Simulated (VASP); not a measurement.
## BiH: relaxation of cell and atoms with PBE

Crystal: BiH.

```
CELL_PARAMETERS angstrom
4.36734 0.00000 0.00000
-2.18367 3.78223 0.00000
0.00000 0.00000 4.25391
ATOMIC_POSITIONS crystal
Bi 0.33333 0.66667 0.25000
Bi 0.66667 0.33333 0.75000
H 0.00000 0.00000 0.00000
H 0.00000 0.00000 0.50000
```

```yaml
Program: VASP 6.6.1
Task: relaxation of cell and atoms
Functional: PBE
Potentials_or_basis: VASP PAW PBE potentials, release 64 (Bi_d, H)
Cutoff: 600 eV
k_mesh: 6 × 6 × 4
Occupations: gaussian, width 0.1 eV
Spin: no spin polarisation
Dipole_correction: no
Further_INCAR_settings: ALGO = Normal; EDIFF = 1e-06; IBRION = 2; EDIFFG = -0.0325; NSW = 90; ISIF = 3
```

```
Relaxed volume                        : 17.30 Å³/atom
Relaxed cell                          : a = 4.021 Å, b = 4.021 Å, c = 4.942 Å, α = 90.00°, β = 90.00°, γ = 120.00°
Space group after relaxing (to 0.1 Å) : P6_3/mmc (No. 194)
Energy gained by relaxing             : 45.2 meV/atom
Ionic steps                           : 15
Pressure after relaxing               : 0.1 GPa
Band gap on the k mesh                : zero (bands 16 and 17 overlap by 2.69 eV)
```

Stress tensor (GPa, compression positive):
```
 0.24  0.00  0.00
 0.00  0.24  0.00
 0.00  0.00 -0.30
```

Step by step:
| step | energy change (eV) | largest force (eV/Å) | pressure (GPa) | volume (Å³) |
| --- | --- | --- | --- | --- |
| 1 | 0.0000 | 0.0000 | -0.53 | 70.27 |
| 2 | -0.0158 | 0.0000 | -0.10 | 69.67 |
| 3 | -0.0595 | 0.0000 | 1.59 | 67.84 |
| 4 | -0.0678 | 0.0000 | 5.99 | 63.97 |
| 5 | -0.0827 | 0.0000 | 4.18 | 65.53 |
| 6 | -0.0825 | 0.0000 | 4.65 | 65.10 |
| 7 | -0.0862 | 0.0000 | 4.65 | 65.08 |
| 8 | -0.0955 | 0.0000 | 4.65 | 65.03 |
| 9 | -0.1077 | 0.0000 | 4.75 | 64.90 |
| 10 | -0.1133 | 0.0000 | 4.94 | 64.56 |
| 11 | -0.1308 | 0.0000 | 4.18 | 65.18 |
| 12 | -0.1670 | 0.0000 | 2.11 | 67.05 |
| 13 | -0.1736 | 0.0000 | -1.32 | 70.90 |
| 14 | -0.1808 | 0.0000 | -0.01 | 69.30 |
| 15 | -0.1808 | 0.0000 | 0.06 | 69.21 |

Final structure:
```
Bi H
1.0
     4.02123    0.00000    0.00000
    -2.01062    3.48249    0.00000
     0.00000    0.00000    4.94193
Bi H
2 2
Direct
  0.33333 0.66667 0.25000
  0.66667 0.33333 0.75000
  0.00000 0.00000 0.00000
  0.00000 0.00000 0.50000
```

Levels at points of the mesh, in eV from the Fermi level:
| k point | band 14 | band 15 | band 16 | band 17 | band 18 | band 19 |
| --- | --- | --- | --- | --- | --- | --- |
| (0.00, 0.00, 0.00) | -1.39 | 0.33 | 0.33 | 2.33 | 2.33 | 2.67 |
| (0.50, 0.00, 0.00) | -2.47 | -1.94 | -1.82 | -1.25 | 1.01 | 2.09 |
| (0.00, 0.00, 0.50) | -1.70 | 1.44 | 1.44 | 1.44 | 1.44 | 1.87 |
| (0.50, 0.00, 0.50) | -5.93 | -0.83 | -0.83 | -0.05 | -0.05 | 4.39 |

Run time: 2.1 min on 1 thread of Intel(R) Xeon(R) 6975P-C (Granite Rapids) (shared host), peak memory 0.22 GiB.

Caveat: the k points lie up to 0.32 Å⁻¹ apart in the final cell, too coarse for converged energies and pressures of a metal; a cell axis changed by over 15 % at a fixed basis, so the end point is rough; spin-orbit coupling is left out, which moves the levels of the heavy elements.
